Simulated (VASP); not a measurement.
# CuSi16 (a cell with a defect) in VASP: further runs

Runs on CuSi16 (a cell with a defect). Level: PBE. Tasks: single point.

Program: VASP 6.6.1. These are calculated values, not measurements. Logs are shortened: lines on timing, memory, paths and dates and some standing lists are left out, and cuts for length are marked.

## 1. The cell of the first run

The cell holds a defect, 17 atoms: a = 7.679 Å, b = 7.679 Å, c = 7.679 Å, α = 60.00°, β = 60.00°, γ = 60.00°.

## 2. Single point, PBE

File INCAR:

```
PREC     = Accurate       # precision mode
ENCUT    = 520            # plane-wave cutoff, eV
EDIFF    = 1E-6           # SCF threshold, eV
ISMEAR   = 0              # smearing method
SIGMA    = 0.05           # smearing width, eV
LREAL    = Auto         
LASPH    = T              # aspherical terms in the spheres
NELM     = 100            # most SCF steps
ALGO     = Normal         # electronic algorithm
ISIF     = 2              # what is computed and relaxed
LWAVE    = F              # write WAVECAR
LCHARG   = T              # write CHGCAR
GGA      = PE             # functional
LELF     = T              # ELF
LVHAR    = T            
NBANDS   = 52             # bands
NELECT   = 74.0
```

File KPOINTS:

```
Automatic mesh
0
Gamma
  2 2 2
```

File POSCAR:

```
CuSi16
1.0
    0.0000000000      5.4300000000      5.4300000000
    5.4300000000      0.0000000000      5.4300000000
    5.4300000000      5.4300000000      0.0000000000
Si Cu
16 1
Direct
    0.0022009208      0.0005611418     -0.0047414365
    0.1275181400      0.1133722836      0.1308906998
    0.0052708103     -0.0181015654      0.5051220074
    0.1329680479      0.1228540516      0.6231115101
   -0.0121887661      0.4886169429      0.0339486188
    0.1270553407      0.6274148250      0.1320875691
    0.0066168508      0.5078313996      0.5064286372
    0.1156709945      0.6128910681      0.6624599448
    0.5002244015      0.0012616022     -0.0057969613
    0.6296896869      0.1303473297      0.1092467772
    0.5046757827      0.0065805709      0.4802619705
    0.6221829650      0.1208094843      0.6218345304
    0.4997386740      0.5034062615     -0.0053095764
    0.6132695212      0.6280269797      0.1303755985
    0.4837523941      0.5053107735      0.5044483425
    0.6233243094      0.6341465930      0.6224064457
    0.8508465930      0.3492355433      0.4530257827
```

Potentials or basis: VASP PAW PBE potentials, release 64 (Si, Cu).

Run with:

```bash
$ cat potpaw_PBE.64/Si/POTCAR potpaw_PBE.64/Cu/POTCAR > POTCAR
$ mpirun -np 1 vasp_std > vasp.out
```

OUTCAR:

```text
PREC = Accurate
   ENCUT = 520
   EDIFF = 1E-6
   ISMEAR = 0
   LREAL = Auto
   LASPH = T
   NELM = 100
   ISIF = 2
   GGA = PE
   NELECT = 74.0

 ion  position               nearest neighbor table
   1  0.002  0.001  0.995-   4 2.33  10 2.34   6 2.34   2 2.35
   2  0.128  0.113  0.131-   9 2.34   1 2.35   3 2.35   5 2.36
   3  0.005  0.982  0.505-   8 2.33   2 2.35  17 2.35  12 2.40   4 2.43
   4  0.133  0.123  0.623-   1 2.33  11 2.33   7 2.42   3 2.43  17 2.49
   5  0.988  0.489  0.034-   8 2.33  14 2.36   2 2.36   6 2.37  17 2.63
   6  0.127  0.627  0.132-  13 2.34   1 2.34   7 2.35   5 2.37
   7  0.007  0.508  0.506-   8 2.33   6 2.35  17 2.35  16 2.41   4 2.42
   8  0.116  0.613  0.662-  15 2.32   3 2.33   5 2.33   7 2.33
   9  0.500  0.001  0.994-  12 2.34   2 2.34  14 2.34  10 2.34
  10  0.630  0.130  0.109-  11 2.33   1 2.34  13 2.34   9 2.34
  11  0.505  0.007  0.480-  10 2.33   4 2.33  16 2.34  12 2.34
  12  0.622  0.121  0.622-   9 2.34  11 2.34   3 2.40  15 2.41  17 2.52
  13  0.500  0.503  0.995-  16 2.33   6 2.34  10 2.34  14 2.35
  14  0.613  0.628  0.130-   9 2.34  13 2.35  15 2.35   5 2.36
  15  0.484  0.505  0.504-   8 2.32  14 2.35  17 2.35  12 2.41  16 2.42
  16  0.623  0.634  0.622-  13 2.33  11 2.34   7 2.41  15 2.42  17 2.51
  17  0.851  0.349  0.453-  15 2.35   3 2.35   7 2.35   4 2.49  16 2.51  12 2.52   5 2.63

  LATTYP: Found a face centered cubic cell.
 ALAT       =    10.8600000000

  Lattice vectors:

 A1 = (   0.0000000000,   5.4300000000,   5.4300000000)
 A2 = (   5.4300000000,   0.0000000000,   5.4300000000)
 A3 = (   5.4300000000,   5.4300000000,   0.0000000000)

Analysis of symmetry for initial positions (statically):
=====================================================================
 Subroutine PRICEL returns:
 Original cell was already a primitive cell.

 Routine SETGRP: Setting up the symmetry group for a
 face centered cubic supercell.

 Subroutine GETGRP returns: Found  1 space group operations
 (whereof  1 operations were pure point group operations)
 out of a pool of 48 trial point group operations.

The static configuration has the point symmetry C_1 .

Analysis of symmetry for dynamics (positions and initial velocities):
=====================================================================
 Subroutine PRICEL returns:
 Original cell was already a primitive cell.

 Routine SETGRP: Setting up the symmetry group for a
 face centered cubic supercell.

 Subroutine GETGRP returns: Found  1 space group operations
 (whereof  1 operations were pure point group operations)
 out of a pool of 48 trial point group operations.

The dynamic configuration has the point symmetry C_1 .

 Subroutine INISYM returns: Found  1 space group operations
 (whereof  1 operations are pure point group operations),
 and found     1 'primitive' translations

----------------------------------------------------------------------------------------

                                     Primitive cell

  volume of cell :     320.2060

  direct lattice vectors                    reciprocal lattice vectors
     0.000000000  5.430000000  5.430000000    -0.092081031  0.092081031  0.092081031
     5.430000000  0.000000000  5.430000000     0.092081031 -0.092081031  0.092081031
     5.430000000  5.430000000  0.000000000     0.092081031  0.092081031 -0.092081031

  length of vectors
     7.679179644  7.679179644  7.679179644     0.159489025  0.159489025  0.159489025

  position of ions in fractional coordinates (direct lattice)
     0.002200921  0.000561142  0.995258564
     0.127518140  0.113372284  0.130890700
     0.005270810  0.981898435  0.505122007
     0.132968048  0.122854052  0.623111510
     0.987811234  0.488616943  0.033948619
     0.127055341  0.627414825  0.132087569
[... 9 lines left out ...]
     0.623324309  0.634146593  0.622406446
     0.850846593  0.349235543  0.453025783

  ion indices of the primitive-cell ions
   primitive index   ion index
                 1           1
                 2           2
                 3           3
                 4           4
                 5           5
                 6           6
[... 9 lines left out ...]
                16          16
                17          17

----------------------------------------------------------------------------------------

 KPOINTS: Automatic mesh

Automatic generation of k-mesh.
 Grid dimensions read from file:
 generate k-points for:    2    2    2

 Generating k-lattice:

  Cartesian coordinates                     Fractional coordinates (reciprocal lattice)
    -0.046040516  0.046040516  0.046040516     0.500000000  0.000000000  0.000000000
     0.046040516 -0.046040516  0.046040516     0.000000000  0.500000000  0.000000000
     0.046040516  0.046040516 -0.046040516     0.000000000  0.000000000  0.500000000

  Length of vectors
     0.079744512  0.079744512  0.079744512

  Shift w.r.t. Gamma in fractional coordinates (k-lattice)
     0.000000000  0.000000000  0.000000000

 Subroutine IBZKPT returns following result:
 ===========================================

 Found      8 irreducible k-points:

 Following reciprocal coordinates:
            Coordinates               Weight
  0.000000  0.000000  0.000000      1.000000
  0.500000  0.000000  0.000000      1.000000
  0.000000  0.500000  0.000000      1.000000
  0.000000  0.000000  0.500000      1.000000
  0.500000  0.500000  0.500000      1.000000
  0.500000  0.500000  0.000000      1.000000
  0.000000  0.500000  0.500000      1.000000
  0.500000  0.000000  0.500000      1.000000
   k-points           NKPTS =      8   k-points in BZ     NKDIM =      8   number of bands    NBANDS=     52
   number of dos      NEDOS =    301   number of ions     NIONS =     17
   total plane-waves  NPLWV = 216000
   dimension x,y,z NGX =    60 NGY =   60 NGZ =   60
   dimension x,y,z NGXF=   120 NGYF=  120 NGZF=  120
   ions per type =              16   1
   NGX,Y,Z   is equivalent  to a cutoff of  12.99, 12.99, 12.99 a.u.
   NGXF,Y,Z  is equivalent  to a cutoff of  25.98, 25.98, 25.98 a.u.
 SYSTEM =  unknown system
   PREC   = accura    normal or accurate (medium, high low for compatibility)
   ISTART =      0    job   : 0-new  1-cont  2-samecut
   ICHARG =      2    charge: 1-file 2-atom 10-const
   ISPIN  =      1    spin polarized calculation?
   LNONCOLLINEAR =      F non collinear calculations
   LSORBIT =      F    spin-orbit coupling
   LASPH  =      T    aspherical Exc in radial PAW
   ENCUT  =  520.0 eV  38.22 Ry    6.18 a.u.  14.28 14.28 14.28*2*pi/ulx,y,z
   NELM   =    100;   NELMIN=  2; NELMDL= -5     # of ELM steps
   EDIFF  = 0.1E-05   stopping-criterion for ELM
   LREAL  =      T    real-space projection
   EDIFFG = 0.1E-04   stopping-criterion for IOM
   NSW    =      0    number of steps for IOM
   IBRION =     -1    ionic relax: 0-MD 1-quasi-New 2-CG
   NFREE  =      0    steps in history (QN), initial steepest desc. (CG)
   ISIF   =      2    stress and relaxation
   ISYM   =      2    0-nonsym 1-usesym 2-fastsym
   POTIM  = 0.5000    time-step for ionic-motion
   TEBEG  =    0.0;   TEEND  =   0.0 temperature during run
   PSTRESS=    0.0 pullay stress
   NELECT =      74.0000    total number of electrons
   NUPDOWN=      -1.0000    fix difference up-down
   EMIN   =  10.00;   EMAX   =-10.00  energy-range for DOS
   EFERMI =   0.00;   METHOD = LEGACY
   ISMEAR =     0;   SIGMA  =   0.05  broadening in eV -4-tet -1-fermi 0-gaus
   EFERMI_NEDOS =   21; number of points for ismear=-14 and -15
   IALGO  =     38    algorithm
   IMIX   =      4    mixing-type and parameters
     AMIX     =   0.40;   BMIX     =  1.00
     AMIX_MAG =   1.60;   BMIX_MAG =  1.00
  volume/ion in A,a.u.               =      18.84       127.11
  Fermi-wavevector in a.u.,A,eV,Ry     =   1.004636  1.898488 13.732283  1.009294
  Thomas-Fermi vector in A             =   2.137265
   LORBIT       =      0    0 simple, 1 ext, 2 COOP (PROOUT), +10 PAW based schemes
   GGA     = PE    functional components
   LHFCALC =     F    Hartree Fock is set to
   AEXX    =    0.0000 exact exchange contribution
   IVDW    =     0    specifies the selected vdW correction
   LEPSILON=     F    determine dielectric tensor
   LRPA    =     F    only Hartree local field effects (RPA)
 non-spin polarized calculation
 Gauss-broadening in eV      SIGMA  =   0.05
  energy-cutoff  :      520.00
  volume of cell :      320.21
 maximum number of plane-waves:      8646
 NGX is ok and might be reduce to    60
   NGX = 29   NGY = 29   NGZ = 29

 number of electron      74.0000000 magnetization

 Free energy of the ion-electron system (eV)
  ---------------------------------------------------
  ext. energy  EPLUGINS =         0.00000000
  ---------------------------------------------------
  free energy    TOTEN  =       -94.22145013 eV

  energy without entropy =      -94.21652283  energy(sigma->0) =      -94.21898648

 E-fermi :   6.3883     XC(G=0):  -9.6086

 val. band max:        6.3583932058   @ k =   0.0000   0.0000   0.0000
 cond. band min:       6.4182744304   @ k =   0.0000   0.0000   0.0000
 fundamental gap:      0.0598812245
 Fermi energy:         6.3883338432

 k-point     1 :       0.0000    0.0000    0.0000
  band No.  band energies     occupation
      1      -5.8961      2.00000
      2      -3.5308      2.00000
      3      -3.5083      2.00000
      4      -3.4989      2.00000
      5      -3.4691      2.00000
      6      -2.0177      2.00000
[... 41 lines left out ...]
     48       8.5076      0.00000
     49       8.5511      0.00000

 k-point     2 :       0.5000    0.0000    0.0000
  band No.  band energies     occupation
      1      -5.2014      2.00000
      2      -4.9647      2.00000
      3      -3.3101      2.00000
      4      -3.2484      2.00000
      5      -3.1586      2.00000
      6      -3.0384      2.00000
[... 304 lines left out ...]
 k-point     8 :       0.5000    0.0000    0.5000
  band No.  band energies     occupation
      1      -4.9356      2.00000
      2      -4.7175      2.00000
      3      -3.8813      2.00000
      4      -3.7749      2.00000
      5      -3.7498      2.00000
      6      -3.7380      2.00000
[... 41 lines left out ...]
     48      10.4806      0.00000
     49      10.4868      0.00000
 [bands above 49 left out]

------------------------ aborting loop because EDIFF is reached ----------------------------------------

  FORCE on cell =-STRESS in cart. coord.  units (eV):
  Direction    XX          YY          ZZ          XY          YZ          ZX
  --------------------------------------------------------------------------------------
  -------------------------------------------------------------------------------------
  Total       -1.5466175     -1.2906057     -1.7737322     -0.4568339      0.1485052     -0.1597692
  in kB       -7.7386286     -6.4576525     -8.8750161     -2.2858063      0.7430579     -0.7994185
  external PRESSURE =      -7.6904324 kB  Pullay stress =       0.0000000 kB

 VOLUME and BASIS-vectors are now :
 -----------------------------------------------------------------------------
  energy-cutoff  :      520.00
  volume of cell :      320.21
      direct lattice vectors                 reciprocal lattice vectors
     0.000000000  5.430000000  5.430000000    -0.092081031  0.092081031  0.092081031
     5.430000000  0.000000000  5.430000000     0.092081031 -0.092081031  0.092081031
     5.430000000  5.430000000  0.000000000     0.092081031  0.092081031 -0.092081031

 POSITION                                       TOTAL-FORCE (eV/Angst)
 -----------------------------------------------------------------------------------
      5.40730      5.41620      0.01500        -0.011139      0.005743     -0.000549
      1.32635      1.40316      1.30804         0.006186     -0.004831      0.008847
      8.07452      2.77143      5.36033        -0.011240     -0.000841     -0.017241
      4.05059      4.10551      1.38911         0.006388      0.000772      0.011004
      2.83753      5.54816      8.01701        -0.007342     -0.003553     -0.011280
      4.12410      1.40715      4.09677         0.001897     -0.003394      0.007680
[... 9 lines left out ...]
      6.82308      6.76432      6.82807         0.005343     -0.000982      0.008711
      4.35628      7.08003      6.51645         0.012057      0.015521      0.001275
 -----------------------------------------------------------------------------------
    total drift:                                0.000775     -0.001389      0.005571

  FREE ENERGIE OF THE ION-ELECTRON SYSTEM (eV)
  ---------------------------------------------------
  free  energy   TOTEN  =       -94.2214501336 eV

  energy  without entropy=      -94.2165228333  energy(sigma->0) =      -94.21898648
```

It took 3.4 min on 1 thread of Intel Xeon 6975P-C (Granite Rapids), shared host; peak memory 0.5 GiB.

Results:

```yaml
Free_energy: -94.2215 eV
Largest_force: 0.021 eV/Å
```

Forces on the atoms (eV/Å):
```
Si  -0.011  0.006 -0.001
Si   0.006 -0.005  0.009
Si  -0.011 -0.001 -0.017
Si   0.006  0.001  0.011
Si  -0.007 -0.004 -0.011
Si   0.002 -0.003  0.008
Si   0.003  0.009  0.000
Si   0.009 -0.004  0.005
Si  -0.007 -0.001 -0.011
Si   0.000 -0.005  0.008
Si  -0.003  0.000 -0.013
Si   0.005 -0.005  0.009
Si   0.002 -0.004 -0.001
Si  -0.002  0.003  0.010
Si  -0.010  0.000 -0.015
Si   0.005 -0.001  0.009
Cu   0.012  0.016  0.001
```

Levels at points of the mesh, in eV from the Fermi level:
```csv
k point,band 34,band 35,band 36,band 37,band 38,band 39,band 40,band 41
"(0.00, 0.00, 0.00)",-0.99,-0.63,-0.17,-0.03,0.03,0.44,0.61,0.62
"(0.50, 0.00, 0.00)",-0.92,-0.87,-0.84,-0.73,0.55,1.15,1.28,1.33
"(0.00, 0.50, 0.00)",-0.92,-0.87,-0.84,-0.74,0.54,1.15,1.28,1.33
"(0.00, 0.00, 0.50)",-0.89,-0.88,-0.61,-0.55,0.53,1.02,1.36,1.37
"(0.50, 0.50, 0.50)",-0.93,-0.86,-0.85,-0.76,0.52,1.16,1.28,1.33
"(0.50, 0.50, 0.00)",-1.51,-1.47,-1.41,-1.07,0.67,1.02,1.98,2.07
"(0.00, 0.50, 0.50)",-1.52,-1.46,-1.41,-1.06,0.67,1.02,1.97,2.07
"(0.50, 0.00, 0.50)",-1.53,-1.45,-1.42,-1.05,0.66,1.02,1.97,2.07
```

Caveat: the k points lie up to 0.50 Å⁻¹ apart; the cell carries a net charge on a neutralising background, which shifts energy and pressure; the cell is charged against a uniform background, so pressure and absolute levels hang on convention.

[end of part 1 of 2]
